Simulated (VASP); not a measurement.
**ZrAl5N6: single point with PBE**

ZrAl5N6:

```xyz
12
Lattice="2.9126 0.0000 0.0000 -1.4563 2.5224 0.0000 0.0000 0.0000 15.5496" Properties=species:S:1:pos:R:3 pbc="T T T"
Zr    0.0000    1.6816    7.7748
Al    0.0000    1.6816   13.0087
Al    0.0000    1.6816    2.5409
Al    1.4563    0.8408    0.0000
Al    1.4563    0.8408    5.0805
Al    1.4563    0.8408   10.4691
N     0.0000    0.0000   11.7479
N     0.0000    0.0000    1.2684
N     0.0000    0.0000    6.2880
N     0.0000    0.0000   14.2812
N     0.0000    0.0000    3.8017
N     0.0000    0.0000    9.2617
```

```json
{"Program": "VASP 6.6.1", "Task": "single point", "Functional": "PBE", "Potentials or basis": "VASP PAW PBE potentials, release 64 (Zr_sv, Al, N)", "Cutoff": "520 eV", "k mesh": "12 × 12 × 4", "Occupations": "gaussian, width 0.1 eV", "Spin": "no spin polarisation"}
```

The pressure is -0.1 GPa and the largest force is 0.026 eV/Å.

Forces in eV/Å, atoms in the order of the input:
```
Zr   0.000  0.000  0.000
Al   0.000  0.000 -0.002
Al   0.000  0.000  0.002
Al   0.000  0.000  0.000
Al   0.000  0.000 -0.002
Al   0.000  0.000  0.002
N    0.000  0.000 -0.001
N    0.000  0.000 -0.002
N    0.000  0.000 -0.026
N    0.000  0.000  0.002
N    0.000  0.000  0.001
N    0.000  0.000  0.026
```

Levels at points of the mesh, in eV from the Fermi level:
| k point | band 25 | band 26 | band 27 | band 28 | band 29 | band 30 | band 31 | band 32 |
| --- | --- | --- | --- | --- | --- | --- | --- | --- |
| (0.00, 0.00, 0.00) | -1.37 | -1.24 | -1.01 | -1.01 | 0.32 | 1.97 | 2.75 | 2.87 |
| (0.50, 0.00, 0.00) | -2.67 | -2.32 | -2.29 | -0.76 | -0.06 | 0.31 | 1.28 | 2.86 |
| (0.00, 0.00, 0.50) | -1.30 | -1.30 | -1.04 | -1.04 | 0.63 | 1.89 | 2.63 | 2.87 |
| (0.50, 0.00, 0.50) | -2.64 | -2.16 | -1.85 | -1.27 | 0.09 | 0.17 | 1.73 | 2.48 |

Run time: 6.4 min on 1 thread of Intel Xeon 6975P-C (shared host), peak memory 0.39 GiB.
